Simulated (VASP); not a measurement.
# H2 in VASP: single point with PBE+D3(BJ)

Aim: the single point of H2 with PBE+D3(BJ).

Program: VASP 6.6.1. These are calculated values, not measurements. Logs are shortened: lines on timing, memory, paths and dates and some standing lists are left out, and cuts for length are marked.

## (1) The cell of the first run

The cell holds a molecule in a box, 2 atoms: a = 6.448 Å, b = 6.448 Å, c = 22.693 Å, α = 90.00°, β = 90.00°, γ = 90.00°.

## (2) Single point, PBE+D3(BJ)

INCAR reads:

```
  PREC = Accurate
  ENCUT = 400
  EDIFF = 1E-6
  ISMEAR = 0
  SIGMA = 0.1
  LREAL = False
  LASPH = True
  NELM = 120
  ALGO = Normal
  ISIF = 2
  LWAVE = False
  LCHARG = False
  LDIPOL = True
  IDIPOL = 3
  DIPOL = 0.5 0.5 0.650
  GGA = PE
  IVDW = 12
  NBANDS = 8
  GGA_COMPAT = False
  NELMDL = -8
```

KPOINTS reads:

```
regular mesh
0
Gamma
  3 3 1
```

POSCAR reads:

```
H
1.0
    6.4475937654      0.0000000000      0.0000000000
    0.0000000000      6.4475937654      0.0000000000
    0.0000000000      0.0000000000     22.6927372738
H
2
Direct
    0.2918179579      0.7094200233      0.6499963499
    0.2060011881      0.7915598273      0.6500820929
```

Potentials or basis: VASP PAW PBE potentials, release 64 (H).

On the command line:

```console
> cat potpaw_PBE.64/H/POTCAR > POTCAR
> mpirun -np 1 vasp_std > vasp.out
```

OUTCAR:

```text
PREC = Accurate
   ENCUT = 400
   EDIFF = 1E-6
   ISMEAR = 0
   LREAL = False
   LASPH = True
   NELM = 120
   ISIF = 2
   GGA = PE
   IVDW = 12
   NELMDL = -8
 IVDW          = 12

 ion  position               nearest neighbor table
   1  0.292  0.709  0.650-   2 0.77
   2  0.206  0.792  0.650-   1 0.77

  LATTYP: Found a simple tetragonal cell.
 ALAT       =     6.4475937654
 C/A-ratio  =     3.5195668492

  Lattice vectors:

 A1 = (   6.4475937654,   0.0000000000,   0.0000000000)
 A2 = (   0.0000000000,   6.4475937654,   0.0000000000)
 A3 = (   0.0000000000,   0.0000000000,  22.6927372738)

Analysis of symmetry for initial positions (statically):
=====================================================================
 Subroutine PRICEL returns:
 Original cell was already a primitive cell.

 Routine SETGRP: Setting up the symmetry group for a
 simple tetragonal supercell.

 Subroutine GETGRP returns: Found  2 space group operations
 (whereof  1 operations were pure point group operations)
 out of a pool of 16 trial point group operations.

The static configuration has the point symmetry C_1 .
 The point group associated with its full space group is S_2 .

Analysis of symmetry for dynamics (positions and initial velocities):
=====================================================================
 Subroutine PRICEL returns:
 Original cell was already a primitive cell.

 Routine SETGRP: Setting up the symmetry group for a
 simple tetragonal supercell.

 Subroutine GETGRP returns: Found  2 space group operations
 (whereof  1 operations were pure point group operations)
 out of a pool of 16 trial point group operations.

The dynamic configuration has the point symmetry C_1 .
 The point group associated with its full space group is S_2 .

 Subroutine INISYM returns: Found  2 space group operations
 (whereof  1 operations are pure point group operations),
 and found     1 'primitive' translations

----------------------------------------------------------------------------------------

                                     Primitive cell

  volume of cell :     943.3703

  direct lattice vectors                    reciprocal lattice vectors
     6.447593765  0.000000000  0.000000000     0.155096620  0.000000000  0.000000000
     0.000000000  6.447593765  0.000000000     0.000000000  0.155096620  0.000000000
     0.000000000  0.000000000 22.692737274     0.000000000  0.000000000  0.044066962

  length of vectors
     6.447593765  6.447593765 22.692737274     0.155096620  0.155096620  0.044066962

  position of ions in fractional coordinates (direct lattice)
     0.291817958  0.709420023  0.649996350
     0.206001188  0.791559827  0.650082093

  ion indices of the primitive-cell ions
   primitive index   ion index
                 1           1
                 2           2

----------------------------------------------------------------------------------------

 KPOINTS: regular mesh

Automatic generation of k-mesh.
 Grid dimensions read from file:
 generate k-points for:    3    3    1

 Generating k-lattice:

  Cartesian coordinates                     Fractional coordinates (reciprocal lattice)
     0.051698873  0.000000000  0.000000000     0.333333333  0.000000000  0.000000000
     0.000000000  0.051698873  0.000000000     0.000000000  0.333333333  0.000000000
     0.000000000  0.000000000  0.044066962     0.000000000  0.000000000  1.000000000

  Length of vectors
     0.051698873  0.051698873  0.044066962

  Shift w.r.t. Gamma in fractional coordinates (k-lattice)
     0.000000000  0.000000000  0.000000000

 Subroutine IBZKPT returns following result:
 ===========================================

 Found      5 irreducible k-points:

 Following reciprocal coordinates:
            Coordinates               Weight
  0.000000  0.000000  0.000000      1.000000
  0.333333  0.000000  0.000000      2.000000
  0.000000  0.333333  0.000000      2.000000
  0.333333  0.333333  0.000000      2.000000
 -0.333333  0.333333  0.000000      2.000000
   k-points           NKPTS =      5   k-points in BZ     NKDIM =      5   number of bands    NBANDS=      8
   number of dos      NEDOS =    301   number of ions     NIONS =      2
   total plane-waves  NPLWV = 264600
   dimension x,y,z NGX =    42 NGY =   42 NGZ =  150
   dimension x,y,z NGXF=    84 NGYF=   84 NGZF=  300
   ions per type =               2
   NGX,Y,Z   is equivalent  to a cutoff of  10.83, 10.83, 10.99 a.u.
   NGXF,Y,Z  is equivalent  to a cutoff of  21.66, 21.66, 21.98 a.u.
 SYSTEM =  unknown system
   PREC   = accura    normal or accurate (medium, high low for compatibility)
   ISTART =      0    job   : 0-new  1-cont  2-samecut
   ICHARG =      2    charge: 1-file 2-atom 10-const
   ISPIN  =      1    spin polarized calculation?
   LNONCOLLINEAR =      F non collinear calculations
   LSORBIT =      F    spin-orbit coupling
   LASPH  =      T    aspherical Exc in radial PAW
   ENCUT  =  400.0 eV  29.40 Ry    5.42 a.u.  10.51 10.51 37.01*2*pi/ulx,y,z
   NELM   =    120;   NELMIN=  2; NELMDL= -8     # of ELM steps
   EDIFF  = 0.1E-05   stopping-criterion for ELM
   LREAL  =      F    real-space projection
   EDIFFG = 0.1E-04   stopping-criterion for IOM
   NSW    =      0    number of steps for IOM
   IBRION =     -1    ionic relax: 0-MD 1-quasi-New 2-CG
   NFREE  =      0    steps in history (QN), initial steepest desc. (CG)
   ISIF   =      2    stress and relaxation
   ISYM   =      2    0-nonsym 1-usesym 2-fastsym
   POTIM  = 0.5000    time-step for ionic-motion
   TEBEG  =    0.0;   TEEND  =   0.0 temperature during run
   PSTRESS=    0.0 pullay stress
   NELECT =       2.0000    total number of electrons
   NUPDOWN=      -1.0000    fix difference up-down
   EMIN   =  10.00;   EMAX   =-10.00  energy-range for DOS
   EFERMI =   0.00;   METHOD = LEGACY
   ISMEAR =     0;   SIGMA  =   0.10  broadening in eV -4-tet -1-fermi 0-gaus
   EFERMI_NEDOS =   21; number of points for ismear=-14 and -15
   IALGO  =     38    algorithm
   IMIX   =      4    mixing-type and parameters
     AMIX     =   0.40;   BMIX     =  1.00
     AMIX_MAG =   1.60;   BMIX_MAG =  1.00
  volume/ion in A,a.u.               =     471.69      3183.09
  Fermi-wavevector in a.u.,A,eV,Ry     =   0.210309  0.397426  0.601783  0.044230
  Thomas-Fermi vector in A             =   0.977873
   LORBIT       =      0    0 simple, 1 ext, 2 COOP (PROOUT), +10 PAW based schemes
   GGA     = PE    functional components
   LHFCALC =     F    Hartree Fock is set to
   AEXX    =    0.0000 exact exchange contribution
   IVDW    =    12    specifies the selected vdW correction
   LEPSILON=     F    determine dielectric tensor
   LRPA    =     F    only Hartree local field effects (RPA)
 non-spin polarized calculation
 Gauss-broadening in eV      SIGMA  =   0.10
  energy-cutoff  :      400.00
  volume of cell :      943.37
 maximum number of plane-waves:     17151
 NGX is ok and might be reduce to    42
   NGX = 21   NGY = 21   NGZ = 75

 dipolmoment           0.000000      0.000000     -0.000001 electrons x Angstroem

 number of electron       2.0000002 magnetization

 dipolmoment           0.000000      0.000000      0.000000 electrons x Angstroem

 Free energy of the ion-electron system (eV)
  ---------------------------------------------------
  ext. energy  EPLUGINS =         0.00000000
  ---------------------------------------------------
  free energy    TOTEN  =        -6.75659711 eV

  energy without entropy =       -6.75659711  energy(sigma->0) =       -6.75659711

 E-fermi :  -9.7490     XC(G=0):  -0.3881

 val. band max:      -10.2341207685   @ k =  -0.3333   0.3333   0.0000
 cond. band min:      -0.2542871144   @ k =   0.0000   0.0000   0.0000
 fundamental gap:      9.9798336541
 Fermi energy:        -9.7490144437

 k-point     1 :       0.0000    0.0000    0.0000
  band No.  band energies     occupation
      1     -10.2375      2.00000
      2      -0.2543      0.00000
      3       0.0865      0.00000
      4       0.1671      0.00000
      5       0.8034      0.00000
      6       0.8892      0.00000
      7       1.0609      0.00000
      8       2.1656      0.00000

 k-point     2 :       0.3333    0.0000    0.0000
  band No.  band energies     occupation
      1     -10.2358      2.00000
      2      -0.1238      0.00000
      3       0.4738      0.00000
      4       0.4923      0.00000
      5       0.7785      0.00000
      6       1.1661      0.00000
      7       1.4792      0.00000
      8       1.6353      0.00000

 k-point     3 :       0.0000    0.3333    0.0000
  band No.  band energies     occupation
      1     -10.2358      2.00000
      2      -0.1119      0.00000
      3       0.4737      0.00000
      4       0.4949      0.00000
      5       0.7808      0.00000
      6       1.1659      0.00000
      7       1.4783      0.00000
      8       1.6085      0.00000

 k-point     4 :       0.3333    0.3333    0.0000
  band No.  band energies     occupation
      1     -10.2341      2.00000
      2       0.2433      0.00000
      3       0.3178      0.00000
      4       0.8555      0.00000
      5       0.9306      0.00000
      6       1.5179      0.00000
      7       1.6383      0.00000
      8       1.9090      0.00000

 k-point     5 :      -0.3333    0.3333    0.0000
  band No.  band energies     occupation
      1     -10.2341      2.00000
      2      -0.0545      0.00000
      3       0.8565      0.00000
      4       0.8907      0.00000
      5       0.9747      0.00000
      6       1.4021      0.00000
      7       1.5172      0.00000
      8       1.8751      0.00000

------------------------ aborting loop because EDIFF is reached ----------------------------------------

 vacuum level on the upper side and lower side of the slab       (xc-potential included)        -0.005        -0.005

 Edisp (eV)   -0.00281

 E8    (eV) :    -0.0006

  FORCE on cell =-STRESS in cart. coord.  units (eV):
  Direction    XX          YY          ZZ          XY          YZ          ZX
  --------------------------------------------------------------------------------------
  -------------------------------------------------------------------------------------
  Total      -0.33472    -0.31665    -0.11946     0.20526    -0.00072     0.00075
  in kB      -0.56847    -0.53778    -0.20288     0.34861    -0.00123     0.00127
  external pressure =       -0.44 kB  Pullay stress =        0.00 kB

 VOLUME and BASIS-vectors are now :
 -----------------------------------------------------------------------------
  energy-cutoff  :      400.00
  volume of cell :      943.37
      direct lattice vectors                 reciprocal lattice vectors
     6.447593765  0.000000000  0.000000000     0.155096620  0.000000000  0.000000000
     0.000000000  6.447593765  0.000000000     0.000000000  0.155096620  0.000000000
     0.000000000  0.000000000 22.692737274     0.000000000  0.000000000  0.044066962

 POSITION                                       TOTAL-FORCE (eV/Angst)
 -----------------------------------------------------------------------------------
      1.88152      4.57405     14.75020        -0.354838      0.339417      0.001228
      1.32821      5.10366     14.75214         0.354838     -0.339417     -0.001228
 -----------------------------------------------------------------------------------
    total drift:                                0.000000     -0.000002      0.000001

  FREE ENERGIE OF THE ION-ELECTRON SYSTEM (eV)
  ---------------------------------------------------
  free  energy   TOTEN  =        -6.7594110231 eV

  energy  without entropy=       -6.7594110231  energy(sigma->0) =       -6.75941102

 vacuum level on the upper side and lower side of the slab         0.031         0.031
```

Run time: 37 s. Hardware: 1 thread of Intel Xeon Platinum 8488C (Sapphire Rapids), shared host; peak memory 0.51 GiB.

Results:

```
Free energy                     : -6.7594 eV
Largest force                   : 0.491 eV/Å
Gap between the frontier levels : 9.98 eV
Dispersion energy per atom      : -0.001 eV
```

Forces on the atoms (eV/Å):
```
H   -0.355  0.339  0.001
H    0.355 -0.339 -0.001
```

Levels at points of the mesh, in eV from the valence-band top:
```
           k point  band 1  band 2  band 3  band 4  band 5  band 6
(0.00, 0.00, 0.00)    0.00    9.98   10.32   10.40   11.04   11.12
```
